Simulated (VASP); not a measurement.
# MoS2: single point with r2SCAN

MoS2:

```
Mo S
1.0
     3.22746    0.00000    0.00000
    -1.61373    2.79507    0.00000
     0.00000    0.00000    6.31247
Mo S
1 2
Direct
  0.00000 0.00000 0.50000
  0.33333 0.66667 0.25532
  0.66667 0.33333 0.74468
```

```json
{"Program": "VASP 6.6.1", "Task": "single point", "Functional": "r2SCAN", "Potentials or basis": "VASP PAW PBE potentials, release 64 (Mo_sv, S)", "Cutoff": "520 eV", "k mesh": "4 × 4 × 2", "Occupations": "fermi-dirac, width 0.05 eV", "Spin": "no spin polarisation", "Dipole correction": "no", "Further INCAR settings": "ALGO = Normal; EDIFF = 1e-06; NBANDS = 20"}
```

| Quantity | Value |
| --- | --- |
| Pressure | 0.8 GPa |
| Largest force | 0.165 eV/Å |
| Band gap on the k mesh | zero (band 13 reaches 6.79 eV, above the bottom of band 14 at 6.38 eV) |

Forces on the atoms (eV/Å):
```
Mo   0.000  0.000  0.000
S    0.000  0.000  0.165
S    0.000  0.000 -0.165
```

Stress tensor (GPa, compression positive):
```
 2.08  0.00  0.00
 0.00  2.08  0.00
 0.00  0.00 -1.72
```

Levels at points of the mesh, in eV from the Fermi level:
```tsv
k point	band 11	band 12	band 13	band 14	band 15	band 16
(0.00, 0.00, 0.00)	-1.04	-0.97	-0.97	-0.36	-0.36	3.38
(0.50, 0.00, 0.00)	-3.38	-1.88	-1.75	1.00	1.84	3.82
(0.00, 0.00, 0.50)	-0.98	-0.98	-0.43	-0.43	-0.04	3.55
(0.50, 0.00, 0.50)	-2.57	-2.12	-1.72	1.00	1.85	3.48
```

Wall time 61 s on 1 thread of AMD EPYC 7R13 Processor (Zen 3), with other jobs on the host, peak memory 0.14 GiB.

Caveat: the k points lie up to 0.56 Å⁻¹ apart; the PAW data sets were made with another functional, which shifts forces and pressure a little.
